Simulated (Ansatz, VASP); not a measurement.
# Two plane-wave programs on Ge2P3

```
Ge P
1.0
     3.98463    0.00000    0.00000
    -1.99231    3.45079    0.00000
     0.00000    0.00000    6.19943
Ge P
2 3
Direct
  0.33333 0.66667 0.24500
  0.66667 0.33333 0.75500
  0.00000 0.00000 0.00000
  0.33333 0.66667 0.64500
  0.66667 0.33333 0.35500
```

Alike in both runs: task single point; functional r2SCAN; k mesh 6 × 6 × 4; occupations gaussian, width 0.1 eV; no spin polarisation.

|  | VASP | Ansatz |
| --- | --- | --- |
| version | VASP 6.6.1 | Ansatz 0.2.0 |
| potentials or method | VASP PAW PBE potentials, release 64 (Ge_d, P), cutoff 520 eV | scalar-relativistic, plane waves, PAW |
| valence electrons in the cell | 43 | 43 |

|  | VASP | Ansatz | Ansatz less VASP |
| --- | --- | --- | --- |
| gap on the k mesh at the Fermi level (eV) | none | none | - |
| pressure (GPa) | 8.3 | 8.4 | +0.17 |
| traceless stress, the component that is largest in VASP (GPa) | 0.21 | 0.18 | -0.027 |
| rms of the force components (eV/Å) | 0.458 | 0.465 | +0.0073 |

VASP's potentials were made for PBE, not for r2SCAN. Atom by atom the forces differ by 0.008 eV/Å (rms over components). A gap of «none» marks a metal or a gap that the smearing closes.
